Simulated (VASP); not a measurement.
A run of VASP 6.6.1 is set up as follows.

POSCAR

```
PbO
1.0
    3.9714425382      0.0000000000      0.0000000000
    0.0000000000      3.9714425382      0.0000000000
    0.0000000000      0.0000000000      5.1208495822
Pb O
2 2
Direct
    0.5000000000      0.0000000000      0.2322213138
    0.0000000000      0.5000000000      0.7677786862
    0.0000000000      0.0000000000      0.0000000000
    0.5000000000      0.5000000000      0.0000000000
```

The input INCAR.step1:

```
ALGO     = Normal         # electronic algorithm
EDIFF    = 1E-4           # SCF threshold, eV
ENCUT    = 520            # plane-wave cutoff, eV
GGA      = PE             # functional
ISMEAR   = 0              # smearing method
LASPH    = T              # aspherical terms in the spheres
LCHARG   = F              # write CHGCAR
LREAL    = F              # projectors in reciprocal space
LWAVE    = T              # write WAVECAR
NBANDS   = 28             # bands
NELM     = 80             # most SCF steps
PREC     = Accurate       # precision mode
SIGMA    = 0.05           # smearing width, eV
```

File INCAR.step2:

```
ALGO     = Normal         # electronic algorithm
EDIFF    = 1E-6           # SCF threshold, eV
ENCUT    = 520            # plane-wave cutoff, eV
ISIF     = 2              # what is computed and relaxed
ISMEAR   = 0              # smearing method
ISTART   = 1            
LASPH    = T              # aspherical terms in the spheres
LCHARG   = F              # write CHGCAR
LMIXTAU  = T            
LREAL    = F              # projectors in reciprocal space
LWAVE    = F              # write WAVECAR
METAGGA  = R2SCAN         # meta-GGA
NBANDS   = 28             # bands
NELM     = 80             # most SCF steps
PREC     = Accurate       # precision mode
SIGMA    = 0.05           # smearing width, eV
```

KPOINTS

```
k-points
0
Gamma
  6 6 4
```

Potentials or basis: VASP PAW PBE potentials, release 64 (Pb_d, O).

Run with:

```bash
$ cat potpaw_PBE.64/Pb_d/POTCAR potpaw_PBE.64/O/POTCAR > POTCAR
$ cp INCAR.step1 INCAR
$ mpirun -np 1 vasp_std > vasp.out
$ cp INCAR.step2 INCAR
$ mpirun -np 1 vasp_std > vasp.out
```

Question: Predict the largest force.

Answer: 0.106 eV/Å.

Question: Estimate the pressure.

Answer: 1.5 GPa.

Stress tensor (GPa, compression positive):
```
1.66 0.00 0.00
0.00 1.66 0.00
0.00 0.00 1.17
```

Caveat: the PAW data sets were made with another functional, which shifts forces and pressure a little.
